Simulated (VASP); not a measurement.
# Ag (R-3m) in VASP: a series of runs

The runs below take Ag through single point, with LDA, r2SCAN.

Program: VASP 6.6.1. These are calculated values, not measurements. Logs are shortened: lines on timing, memory, paths and dates and some standing lists are left out, and cuts for length are marked.

### 1 The cell of the first run

The structure is trigonal, space group R-3m (No. 166). The conventional cell has a = 2.985 Å, b = 2.985 Å, c = 21.898 Å, α = 90.00°, β = 90.00°, γ = 120.00°. Within 3.9 Å of Ag (site symmetry 3m) lie 12 Ag at 2.98 Å. Within 3.9 Å of Ag (site symmetry -3m) lie 12 Ag at 2.98 Å.

### 2 Single point, LDA

Contents of INCAR:

```
SYSTEM = Ag
PREC     = Accurate       ! precision mode
ENCUT    = 520            ! plane-wave cutoff, eV
EDIFF    = 1E-7           ! SCF threshold, eV
ISMEAR   = -1             ! smearing method
SIGMA    = 0.05           ! smearing width, eV
LREAL    = .False.        ! projectors in reciprocal space
LASPH    = .True.         ! aspherical terms in the spheres
NELM     = 100            ! most SCF steps
ALGO     = Fast           ! electronic algorithm
ISIF     = 2              ! what is computed and relaxed
LWAVE    = .False.        ! write WAVECAR
LCHARG   = .True.         ! write CHGCAR
GGA      = CA             ! functional
LELF     = .True.         ! ELF
LVHAR    = .True.       
NBANDS   = 24             ! bands
```

Contents of KPOINTS:

```
regular mesh
0
Gamma
  10 10 10
  0 0 0
```

Contents of POSCAR:

```
Ag
1.0
    1.4924315858      0.8616557778      7.2994588987
   -1.4924315858      0.8616557778      7.2994588987
    0.0000000000     -1.7233115556      7.2994588987
Ag
3
Direct
    0.2222810000      0.2222810000      0.2222810000
    0.7777190000      0.7777190000      0.7777190000
    0.0000000000      0.0000000000      0.0000000000
```

Potentials or basis: VASP PAW LDA potentials, release 64 (Ag).

Command:

```sh
cat potpaw_LDA.64/Ag/POTCAR > POTCAR
mpirun -np 1 vasp_std > vasp.out
```

OUTCAR:

```text
SYSTEM = Ag
   PREC = Accurate
   ENCUT = 520
   EDIFF = 1E-7
   ISMEAR = -1
   LREAL = .False.
   LASPH = .True.
   NELM = 100
   ISIF = 2
   GGA = CA

 ion  position               nearest neighbor table
   1  0.222  0.222  0.222-   3 2.98   3 2.98   3 2.98   2 2.98   2 2.98   2 2.98
   2  0.778  0.778  0.778-   3 2.98   3 2.98   3 2.98   1 2.98   1 2.98   1 2.98
   3  0.000  0.000  0.000-   2 2.98   1 2.98   2 2.98   2 2.98   1 2.98   1 2.98

  LATTYP: Found a trigonal (rhomboedric) cell.
 ALAT       =     7.5001268610
 COS(alpha) =     0.9208079399

  Lattice vectors:

 A1 = (   1.4924315858,   0.8616557778,   7.2994588987)
 A2 = (  -1.4924315858,   0.8616557778,   7.2994588987)
 A3 = (   0.0000000000,  -1.7233115556,   7.2994588987)

Analysis of symmetry for initial positions (statically):
=====================================================================
 Subroutine PRICEL returns:
 Original cell was already a primitive cell.

 Routine SETGRP: Setting up the symmetry group for a
 trigonal (rhombohedral) supercell.

 Subroutine GETGRP returns: Found 12 space group operations
 (whereof 12 operations were pure point group operations)
 out of a pool of 12 trial point group operations.

The static configuration has the point symmetry D_3d.

Analysis of symmetry for dynamics (positions and initial velocities):
=====================================================================
 Subroutine PRICEL returns:
 Original cell was already a primitive cell.

 Routine SETGRP: Setting up the symmetry group for a
 trigonal (rhombohedral) supercell.

 Subroutine GETGRP returns: Found 12 space group operations
 (whereof 12 operations were pure point group operations)
 out of a pool of 12 trial point group operations.

The dynamic configuration has the point symmetry D_3d.

 Subroutine INISYM returns: Found 12 space group operations
 (whereof 12 operations are pure point group operations),
 and found     1 'primitive' translations

----------------------------------------------------------------------------------------

                                     Primitive cell

  volume of cell :      56.3210

  direct lattice vectors                    reciprocal lattice vectors
     1.492431586  0.861655778  7.299458899     0.335023732  0.193426042  0.045665485
    -1.492431586  0.861655778  7.299458899    -0.335023732  0.193426042  0.045665485
[... 79 lines left out ...]
   ISTART =      0    job   : 0-new  1-cont  2-samecut
   ICHARG =      2    charge: 1-file 2-atom 10-const
   ISPIN  =      1    spin polarized calculation?
   LNONCOLLINEAR =      F non collinear calculations
   LSORBIT =      F    spin-orbit coupling
   LASPH  =      T    aspherical Exc in radial PAW
   ENCUT  =  520.0 eV  38.22 Ry    6.18 a.u.  13.95 13.95 13.95*2*pi/ulx,y,z
   NELM   =    100;   NELMIN=  2; NELMDL= -5     # of ELM steps
   EDIFF  = 0.1E-06   stopping-criterion for ELM
   LREAL  =      F    real-space projection
   EDIFFG = 0.1E-05   stopping-criterion for IOM
   NSW    =      0    number of steps for IOM
   IBRION =     -1    ionic relax: 0-MD 1-quasi-New 2-CG
   NFREE  =      0    steps in history (QN), initial steepest desc. (CG)
   ISIF   =      2    stress and relaxation
   ISYM   =      2    0-nonsym 1-usesym 2-fastsym
   POTIM  = 0.5000    time-step for ionic-motion
   TEBEG  =    0.0;   TEEND  =   0.0 temperature during run
   PSTRESS=    0.0 pullay stress
   NELECT =      33.0000    total number of electrons
   NUPDOWN=      -1.0000    fix difference up-down
   EMIN   =  10.00;   EMAX   =-10.00  energy-range for DOS
   EFERMI =   0.00;   METHOD = LEGACY
   ISMEAR =    -1;   SIGMA  =   0.05  broadening in eV -4-tet -1-fermi 0-gaus
   EFERMI_NEDOS =   21; number of points for ismear=-14 and -15
   IALGO  =     68    algorithm
   IMIX   =      4    mixing-type and parameters
     AMIX     =   0.40;   BMIX     =  1.00
     AMIX_MAG =   1.60;   BMIX_MAG =  1.00
  volume/ion in A,a.u.               =      18.77       126.69
  Fermi-wavevector in a.u.,A,eV,Ry     =   1.369902  2.588739 25.533113  1.876631
  Thomas-Fermi vector in A             =   2.495736
   LORBIT       =      0    0 simple, 1 ext, 2 COOP (PROOUT), +10 PAW based schemes
   GGA     = CA    functional components
   LHFCALC =     F    Hartree Fock is set to
   AEXX    =    0.0000 exact exchange contribution
   IVDW    =     0    specifies the selected vdW correction
   LEPSILON=     F    determine dielectric tensor
   LRPA    =     F    only Hartree local field effects (RPA)
 non-spin polarized calculation
 RMM-DIIS sequential band-by-band and
  energy-cutoff  :      520.00
  volume of cell :       56.32
 maximum number of plane-waves:      1551
   NGX = 27   NGY = 27   NGZ = 27

 number of electron      33.0000002 magnetization

 Free energy of the ion-electron system (eV)
  ---------------------------------------------------
  ext. energy  EPLUGINS =         0.00000000
  ---------------------------------------------------
  free energy    TOTEN  =       -10.90465714 eV

  energy without entropy =      -10.89701215  energy(sigma->0) =      -10.90083465

 E-fermi :   6.7975     XC(G=0): -12.0246

 val. band max:        6.7847172616   @ k =  -0.2000  -0.3000   0.1000
 cond. band min:       6.8179832616   @ k =  -0.1000   0.3000   0.1000
 fundamental gap:      0.0332660000
 Fermi energy:         6.7975142000

 k-point     1 :       0.0000    0.0000    0.0000
  band No.  band energies     occupation
      1      -0.2832      2.00000
      2       1.1415      2.00000
      3       1.1463      2.00000
      4       2.4147      2.00000
      5       2.4147      2.00000
      6       2.4251      2.00000
[... 637 lines left out ...]
     23      18.3501      0.00000
     24      19.1869      0.00000

 [... further k-points ...]
[... 5 lines left out ...]
  --------------------------------------------------------------------------------------
  -------------------------------------------------------------------------------------
  Total       -4.7013891     -4.7013891     -4.8922310      0.0000000      0.0000000     -0.0000000
  in kB     -133.7416325   -133.7416325   -139.1705633      0.0000000      0.0000000     -0.0000000
  external PRESSURE =    -135.5512761 kB  Pullay stress =       0.0000000 kB

 VOLUME and BASIS-vectors are now :
 -----------------------------------------------------------------------------
  energy-cutoff  :      520.00
  volume of cell :       56.32
      direct lattice vectors                 reciprocal lattice vectors
     1.492431586  0.861655778  7.299458899     0.335023732  0.193426042  0.045665485
    -1.492431586  0.861655778  7.299458899    -0.335023732  0.193426042  0.045665485
     0.000000000 -1.723311556  7.299458899     0.000000000 -0.386852084  0.045665485

 POSITION                                       TOTAL-FORCE (eV/Angst)
 -----------------------------------------------------------------------------------
      0.00000      0.00000      4.86759         0.000000      0.000000      0.003156
      0.00000      0.00000     17.03078         0.000000     -0.000000     -0.003156
      0.00000      0.00000      0.00000         0.000000      0.000000      0.000000
 -----------------------------------------------------------------------------------
    total drift:                               -0.000000     -0.000000      0.000000

  FREE ENERGIE OF THE ION-ELECTRON SYSTEM (eV)
  ---------------------------------------------------
  free  energy   TOTEN  =       -10.9046571363 eV

  energy  without entropy=      -10.8970121538  energy(sigma->0) =      -10.90083465
```

stdout:

```text
POSCAR found type information on POSCAR Ag
 POSCAR found :  1 types and       3 ions
 scaLAPACK will be used
 LDA part: xc-table for (Slater(with rela. corr.)+CA(PZ))
 , standard interpolation
 POSCAR, INCAR and KPOINTS ok, starting setup
 FFT: planning ... GRIDC
 FFT: planning ... GRID_SOFT
 FFT: planning ... GRID
 WAVECAR not read
 entering main loop
```

Run time: 5.3 min. Hardware: 1 thread of Intel Xeon 6975P-C (Granite Rapids), shared host; peak memory 0.37 GiB.

Results:

```yaml
Free_energy: -10.9047 eV
Pressure: -13.6 GPa
Largest_force: 0.003 eV/Å
Band_gap_on_the_k_mesh: zero (an odd number of electrons rules out a gap without spin polarisation)
```

Forces on the atoms (eV/Å):
```
Ag   0.000  0.000  0.003
Ag   0.000  0.000 -0.003
Ag   0.000  0.000  0.000
```

Stress tensor (GPa, compression positive):
```
-13.37   0.00   0.00
  0.00 -13.37   0.00
  0.00   0.00 -13.92
```

Levels at points of the mesh, in eV from the Fermi level:
```csv
k point,band 14,band 15,band 16,band 17,band 18,band 19,band 20,band 21
"(0.00, 0.00, 0.00)",-3.11,-3.01,-3.01,-2.97,-2.96,7.42,7.44,15.35
"(0.50, 0.00, 0.00)",-2.72,-2.71,0.09,1.20,1.28,4.45,4.73,5.80
"(0.50, 0.50, 0.00)",-2.71,-2.68,0.44,0.59,1.43,3.64,5.59,7.62
"(0.50, 0.50, 0.50)",-3.39,-3.39,-2.87,-2.87,-0.10,3.14,13.54,13.59
```

Caveat: the cell stands under tension.

[end of part 1 of 3]

The gap in the log of VASP goes by the Fermi energy; the results here count the filled bands.